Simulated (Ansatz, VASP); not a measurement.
# One calculation of Ni, two programs

```
Ni
1.0
     0.00000    1.78868    1.78868
     1.78868    0.00000    1.78868
     1.78868    1.78868    0.00000
Ni
1
Direct
  0.00000 0.00000 0.00000
```

Alike in both runs: functional BLYP; k mesh 15 × 15 × 15; occupations fermi-dirac, width 0.05 eV; collinear spin.

Ansatz relaxed the structure, and its values are those at the end. VASP's run is a single point on that final structure, the one shown.

|  | VASP | Ansatz |
| --- | --- | --- |
| version | VASP 6.6.1 | Ansatz 0.2.0 |
| potentials or method | VASP PAW PBE potentials, release 64 (Ni), cutoff 520 eV | plane waves (420 eV) with PAW, scalar-relativistic |
| valence electrons in the cell | 10 | 18 |

Ansatz gave:

- pressure (GPa): 0.0
- net moment per atom (μB): 0.64
- size of the moment on the site where the two differ most (μB): 0.68

Task: Which values does VASP return?

Result: Pressure (GPa): 0.2; net moment per atom (μB): 0.63; size of the moment on the site where the two differ most (μB): 0.64.

VASP's potentials were made for PBE, not for BLYP. Site moments also hang on the region over which each program counts them. The functional is the same, so the differences come from potentials, cutoffs and numerics. VASP's potentials hold 10 valence electrons a cell and Ansatz's 18, so a difference there can come from the potentials and not from the codes.
